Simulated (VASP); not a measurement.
Write the native input for VASP 6.6.1 that does the following.

| Quantity | Value |
| --- | --- |
| Task | single point |
| Functional | PBE |
| Potentials or basis | VASP PAW PBE potentials, release 64 (Sn_d) |
| Cutoff | 520 eV |
| k mesh | 14 × 14 × 14 |
| Occupations | gaussian, width 0.05 eV |
| Spin | no spin polarisation |
| Dipole correction | no |
| Further INCAR settings | ALGO = Fast; EDIFF = 1e-07; NBANDS = 13 |

The structure of Sn lies in POSCAR:

```
Sn
1.0
   -1.7604013028      1.8103704880      2.3842034864
    1.7604013028     -1.8103704880      2.3842034864
    1.7604013028      1.8103704880     -2.3842034864
Sn
1
Direct
    0.0000000000      0.0000000000      0.0000000000
```

These files were run (other wordings do the same):

INCAR

```
SYSTEM = Sn
ALGO = Fast
EDIFF = 1E-7
ENCUT = 520
GGA = PE
ISIF = 2
ISMEAR = 0
LASPH = .TRUE.
LCHARG = .FALSE.
LREAL = .FALSE.
LWAVE = .FALSE.
NBANDS = 13
NELM = 80
PREC = Accurate
SIGMA = 0.05
```

KPOINTS

```
k-points
0
G
  14 14 14
  0 0 0
```

Potentials or basis: VASP PAW PBE potentials, release 64 (Sn_d).

Launch:

```console
$ cat potpaw_PBE.64/Sn_d/POTCAR > POTCAR
$ mpirun -np 1 vasp_std > vasp.out
```

Results of the run:

```json
{"Pressure": "-3.1 GPa", "Band gap on the k mesh": "zero (band 7 reaches 13.45 eV, above the bottom of band 8 at 5.14 eV)"}
```

Caveat: spin-orbit coupling is left out, which moves the levels of the heavy elements.

Run time: 8 min on 1 thread of AMD EPYC 7R13, with other jobs on the host, peak memory 0.25 GiB.
